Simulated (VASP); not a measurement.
# S (P2/m) in VASP: a series of runs

S is run at these levels: PBEsol; tasks: single point.

Everything below comes from runs of VASP 6.6.1. Logs are shortened: lines on timing, memory, paths and dates and some standing lists are left out, and cuts for length are marked.

### 1 The cell of the first run

Symmetry: P2/m, No. 10, monoclinic system. The conventional cell has a = 4.226 Å, b = 2.076 Å, c = 6.436 Å, α = 90.00°, β = 102.64°, γ = 90.00°. Within 2.7 Å of S (site symmetry 2/m) lie 2 S at 2.08 Å.

### 2 Single point, PBEsol (O replaced by S, lengths x 1.355, strained)

Contents of INCAR:

```
ALGO = Normal
EDIFF = 1E-7
ENCUT = 520
GGA = PS
ISIF = 2
ISMEAR = 0
LASPH = True
LCHARG = True
LELF = True
LREAL = False
LVHAR = True
LWAVE = False
NBANDS = 9
NELM = 100
PREC = Accurate
SIGMA = 0.1
```

Contents of KPOINTS:

```
k-points
0
Gamma
  4 8 4
```

Contents of POSCAR:

```
S
1.0
    4.2264251528      0.0000000000      0.0000000000
    0.0000000000      2.0757153410      0.0000000000
   -1.4084584192      0.0000000000      6.2804312806
S
1
Direct
    0.0000000000      0.5000000000      0.5000000000
```

Potentials or basis: VASP PAW PBE potentials, release 64 (S).

The run is started by

```bash
$ cat potpaw_PBE.64/S/POTCAR > POTCAR
$ mpirun -np 1 vasp_std > vasp.out
```

OUTCAR:

```text
EDIFF = 1E-7
   ENCUT = 520
   GGA = PS
   ISIF = 2
   ISMEAR = 0
   LASPH = True
   LREAL = False
   NELM = 100
   PREC = Accurate

 ion  position               nearest neighbor table
   1  0.000  0.500  0.500-

  LATTYP: Found a simple monoclinic cell.
 ALAT       =     4.2264251528
 B/A-ratio  =     0.4911279074
 C/A-ratio  =     1.5229006045
 COS(beta)  =    -0.2188261849

  Lattice vectors:

 A1 = (   4.2264251528,   0.0000000000,   0.0000000000)
 A2 = (   0.0000000000,   2.0757153410,   0.0000000000)
 A3 = (  -1.4084584192,   0.0000000000,   6.2804312806)

Analysis of symmetry for initial positions (statically):
=====================================================================
 Subroutine PRICEL returns:
 Original cell was already a primitive cell.

 Routine SETGRP: Setting up the symmetry group for a
 simple monoclinic supercell.

 Subroutine GETGRP returns: Found  4 space group operations
 (whereof  4 operations were pure point group operations)
 out of a pool of  4 trial point group operations.

The static configuration has the point symmetry C_2h.

Analysis of symmetry for dynamics (positions and initial velocities):
=====================================================================
 Subroutine PRICEL returns:
 Original cell was already a primitive cell.

 Routine SETGRP: Setting up the symmetry group for a
 simple monoclinic supercell.

 Subroutine GETGRP returns: Found  4 space group operations
 (whereof  4 operations were pure point group operations)
 out of a pool of  4 trial point group operations.

The dynamic configuration has the point symmetry C_2h.

 Subroutine INISYM returns: Found  4 space group operations
 (whereof  4 operations are pure point group operations),
 and found     1 'primitive' translations

----------------------------------------------------------------------------------------

                                     Primitive cell

  volume of cell :      55.0973

  direct lattice vectors                    reciprocal lattice vectors
     4.226425153  0.000000000  0.000000000     0.236606580  0.000000000  0.053061727
     0.000000000  2.075715341  0.000000000     0.000000000  0.481761627  0.000000000
    -1.408458419  0.000000000  6.280431281     0.000000000  0.000000000  0.159224734

  length of vectors
     4.226425153  2.075715341  6.436425420     0.242483444  0.481761627  0.159224734

  position of ions in fractional coordinates (direct lattice)
     0.000000000  0.500000000  0.500000000
[... 79 lines left out ...]
   NSW    =      0    number of steps for IOM
   IBRION =     -1    ionic relax: 0-MD 1-quasi-New 2-CG
   NFREE  =      0    steps in history (QN), initial steepest desc. (CG)
   ISIF   =      2    stress and relaxation
   ISYM   =      2    0-nonsym 1-usesym 2-fastsym
   POTIM  = 0.5000    time-step for ionic-motion
   TEBEG  =    0.0;   TEEND  =   0.0 temperature during run
   PSTRESS=    0.0 pullay stress
   NELECT =       6.0000    total number of electrons
   NUPDOWN=      -1.0000    fix difference up-down
   EMIN   =  10.00;   EMAX   =-10.00  energy-range for DOS
   EFERMI =   0.00;   METHOD = LEGACY
   ISMEAR =     0;   SIGMA  =   0.10  broadening in eV -4-tet -1-fermi 0-gaus
   EFERMI_NEDOS =   21; number of points for ismear=-14 and -15
   IALGO  =     38    algorithm
   IMIX   =      4    mixing-type and parameters
     AMIX     =   0.40;   BMIX     =  1.00
     AMIX_MAG =   1.60;   BMIX_MAG =  1.00
  volume/ion in A,a.u.               =      55.10       371.82
  Fermi-wavevector in a.u.,A,eV,Ry     =   0.781775  1.477340  8.315501  0.611172
  Thomas-Fermi vector in A             =   1.885362
   LORBIT       =      0    0 simple, 1 ext, 2 COOP (PROOUT), +10 PAW based schemes
   GGA     = PS    functional components
   LHFCALC =     F    Hartree Fock is set to
   AEXX    =    0.0000 exact exchange contribution
   IVDW    =     0    specifies the selected vdW correction
   LEPSILON=     F    determine dielectric tensor
   LRPA    =     F    only Hartree local field effects (RPA)
 non-spin polarized calculation
 Gauss-broadening in eV      SIGMA  =   0.10
  energy-cutoff  :      520.00
  volume of cell :       55.10
 maximum number of plane-waves:      1504
   NGX = 15   NGY =  7   NGZ = 23

 number of electron       6.0000001 magnetization

 Free energy of the ion-electron system (eV)
  ---------------------------------------------------
  ext. energy  EPLUGINS =         0.00000000
  ---------------------------------------------------
  free energy    TOTEN  =        -3.54888405 eV

  energy without entropy =       -3.53705137  energy(sigma->0) =       -3.54296771

 E-fermi :  -2.1338     XC(G=0):  -5.0019

 val. band max:       -2.1465406757   @ k =   0.5000   0.3750   0.0000
 cond. band min:      -1.9134729979   @ k =   0.0000   0.3750   0.5000
 fundamental gap:      0.2330676777
 Fermi energy:        -2.1338050225

 k-point     1 :       0.0000    0.0000    0.0000
  band No.  band energies     occupation
      1     -18.0061      2.00000
      2      -6.1301      2.00000
      3      -5.7187      2.00000
      4       1.5963      0.00000
      5       3.9464      0.00000
      6       6.8420      0.00000
      7       6.9845      0.00000
      8       8.8368      0.00000
      9       8.9987      0.00000
[... 265 lines left out ...]
 k-point    24 :       0.0000    0.2500    0.2500
  band No.  band energies     occupation
      1     -16.0202      2.00000
      2      -4.3172      2.00000
      3      -3.9282      2.00000
      4      -1.3025      0.00000
      5       4.4409      0.00000
      6       6.0134      0.00000
      7       8.0382      0.00000
      8       9.0934      0.00000
      9      11.9415      0.00000

 [... further k-points ...]

------------------------ aborting loop because EDIFF is reached ----------------------------------------

  FORCE on cell =-STRESS in cart. coord.  units (eV):
  Direction    XX          YY          ZZ          XY          YZ          ZX
  --------------------------------------------------------------------------------------
  -------------------------------------------------------------------------------------
  Total       -0.3007066     -0.8676409     -0.0112483      0.0000000      0.0000000      0.0003693
  in kB       -8.7442598    -25.2301677     -0.3270908      0.0000000      0.0000000      0.0107384
  external PRESSURE =     -11.4338394 kB  Pullay stress =       0.0000000 kB

 VOLUME and BASIS-vectors are now :
 -----------------------------------------------------------------------------
  energy-cutoff  :      520.00
  volume of cell :       55.10
      direct lattice vectors                 reciprocal lattice vectors
     4.226425153  0.000000000  0.000000000     0.236606580  0.000000000  0.053061727
     0.000000000  2.075715341  0.000000000     0.000000000  0.481761627  0.000000000
    -1.408458419  0.000000000  6.280431281     0.000000000  0.000000000  0.159224734

 POSITION                                       TOTAL-FORCE (eV/Angst)
 -----------------------------------------------------------------------------------
     -0.70423      1.03786      3.14022         0.000000      0.000000      0.000000
 -----------------------------------------------------------------------------------
    total drift:                                0.000000      0.000000      0.000000

  FREE ENERGIE OF THE ION-ELECTRON SYSTEM (eV)
  ---------------------------------------------------
  free  energy   TOTEN  =        -3.5488840511 eV

  energy  without entropy=       -3.5370513703  energy(sigma->0) =       -3.54296771
```

OSZICAR:

```text
N       E                     dE             d eps       ncg     rms          rms(c)
DAV:   1     0.274052268248E+02    0.27405E+02   -0.25224E+03   908   0.501E+02
DAV:   2    -0.218184759696E+01   -0.29587E+02   -0.26702E+02  1236   0.827E+01
DAV:   3    -0.354317289833E+01   -0.13613E+01   -0.13510E+01  1093   0.234E+01
DAV:   4    -0.355412649602E+01   -0.10954E-01   -0.10951E-01  1347   0.241E+00
DAV:   5    -0.355417915089E+01   -0.52655E-04   -0.52653E-04  1153   0.143E-01    0.938E+00
DAV:   6    -0.354998981225E+01    0.41893E-02   -0.51927E-03  1118   0.377E-01    0.570E+00
DAV:   7    -0.354912155803E+01    0.86825E-03   -0.77733E-03  1081   0.489E-01    0.129E-01
DAV:   8    -0.354891610143E+01    0.20546E-03   -0.70782E-04  1174   0.153E-01    0.314E-02
DAV:   9    -0.354889672730E+01    0.19374E-04   -0.72612E-05  1052   0.447E-02    0.274E-02
DAV:  10    -0.354888763973E+01    0.90876E-05   -0.51107E-06   977   0.188E-02    0.293E-02
DAV:  11    -0.354888428842E+01    0.33513E-05   -0.22283E-06  1121   0.852E-03    0.629E-03
DAV:  12    -0.354888403423E+01    0.25419E-06   -0.17897E-07  1088   0.290E-03    0.168E-03
DAV:  13    -0.354888405109E+01   -0.16864E-07   -0.60014E-08  1090   0.156E-03
   1 F= -.35488841E+01 E0= -.35429677E+01  d E =-.118327E-01
```

Wall time 6.5 s (1 thread of Intel Xeon 6975P-C (Granite Rapids), shared host); peak memory 0.16 GiB.

What came out:

* Free energy: -3.5489 eV
* Pressure: -1.1 GPa
* Band gap on the k mesh: zero (band 3 reaches -0.70 eV, above the bottom of band 4 at -2.20 eV)

Levels at points of the mesh, in eV from the Fermi level:
| k point | band 1 | band 2 | band 3 | band 4 | band 5 | band 6 | band 7 | band 8 |
| --- | --- | --- | --- | --- | --- | --- | --- | --- |
| (0.00, 0.00, 0.00) | -15.87 | -4.00 | -3.58 | 3.73 | 6.08 | 8.98 | 9.12 | 10.97 |
| (0.50, 0.00, 0.00) | -15.81 | -4.37 | -3.89 | 5.65 | 6.66 | 7.13 | 10.33 | 10.78 |
| (0.00, 0.50, 0.00) | -8.17 | -8.05 | 1.43 | 1.67 | 7.24 | 7.86 | 12.35 | 12.77 |
| (0.50, 0.50, 0.00) | -8.13 | -7.98 | 1.19 | 1.49 | 6.74 | 7.41 | 13.60 | 14.55 |
| (0.00, 0.00, 0.50) | -15.87 | -4.03 | -3.59 | 4.55 | 5.64 | 7.40 | 9.26 | 11.13 |
| (0.50, 0.00, 0.50) | -15.81 | -4.36 | -3.90 | 5.58 | 7.07 | 7.44 | 9.31 | 10.78 |
| (0.00, 0.50, 0.50) | -8.17 | -8.04 | 1.42 | 1.67 | 7.16 | 7.86 | 13.22 | 13.36 |
| (0.50, 0.50, 0.50) | -8.13 | -7.98 | 1.19 | 1.49 | 6.74 | 7.39 | 13.41 | 14.80 |

Caveat: the k points lie up to 0.38 Å⁻¹ apart; the cell differs from its parent crystal (O replaced by S, lengths x 1.355, strained); the PAW data sets were made with another functional, which shifts forces and pressure a little.

### 3 Single point, PBEsol (O replaced by S, lengths x 1.355, strained)

Contents of INCAR:

```
PREC     = Accurate       # precision mode
ENCUT    = 520            # plane-wave cutoff, eV
EDIFF    = 1E-6           # SCF threshold, eV
ISMEAR   = 0              # smearing method
SIGMA    = 0.1            # smearing width, eV
LREAL    = F              # projectors in reciprocal space
LASPH    = T              # aspherical terms in the spheres
NELM     = 100            # most SCF steps
ALGO     = Normal         # electronic algorithm
ISIF     = 2              # what is computed and relaxed
LWAVE    = F              # write WAVECAR
LCHARG   = F              # write CHGCAR
GGA      = PS             # functional
NBANDS   = 9              # bands
```

Contents of KPOINTS:

```
regular mesh
0
Gamma
  10 20 8
```

POSCAR is that of step 2.

Potentials or basis: VASP PAW PBE potentials, release 64 (S).

The run is started by

```bash
$ cat potpaw_PBE.64/S/POTCAR > POTCAR
$ mpirun -np 1 vasp_std > vasp.out
```

Wall time 46 s (1 thread of Intel Xeon 6975P-C (Granite Rapids), shared host); peak memory 0.3 GiB.

The run converged. Its results:

```
Free energy            : -3.6998 eV
Pressure               : 0.0 GPa
Band gap on the k mesh : zero (band 3 reaches -0.61 eV, above the bottom of band 4 at -3.02 eV)
```

Stress tensor (GPa, compression positive):
```
-0.35  0.00  0.00
 0.00  0.50  0.00
 0.00  0.00 -0.03
```

Levels at points of the mesh, in eV from the Fermi level:
```csv
k point,band 1,band 2,band 3,band 4,band 5,band 6
"(0.00, 0.00, 0.00)",-16.02,-4.28,-3.80,3.39,5.75,8.61
"(0.50, 0.00, 0.00)",-15.96,-4.59,-4.17,5.28,6.31,6.75
"(0.00, 0.50, 0.00)",-8.27,-8.25,1.14,1.44,6.98,7.69
"(0.50, 0.50, 0.00)",-8.21,-8.20,0.96,1.19,6.53,7.16
"(0.00, 0.00, 0.50)",-16.02,-4.32,-3.80,4.26,5.25,7.05
"(0.50, 0.00, 0.50)",-15.96,-4.59,-4.19,5.21,6.73,7.06
"(0.00, 0.50, 0.50)",-8.27,-8.25,1.12,1.44,6.90,7.68
"(0.50, 0.50, 0.50)",-8.21,-8.20,0.96,1.19,6.54,7.13
```

Caveat: the cell differs from its parent crystal (O replaced by S, lengths x 1.355, strained); the PAW data sets were made with another functional, which shifts forces and pressure a little.
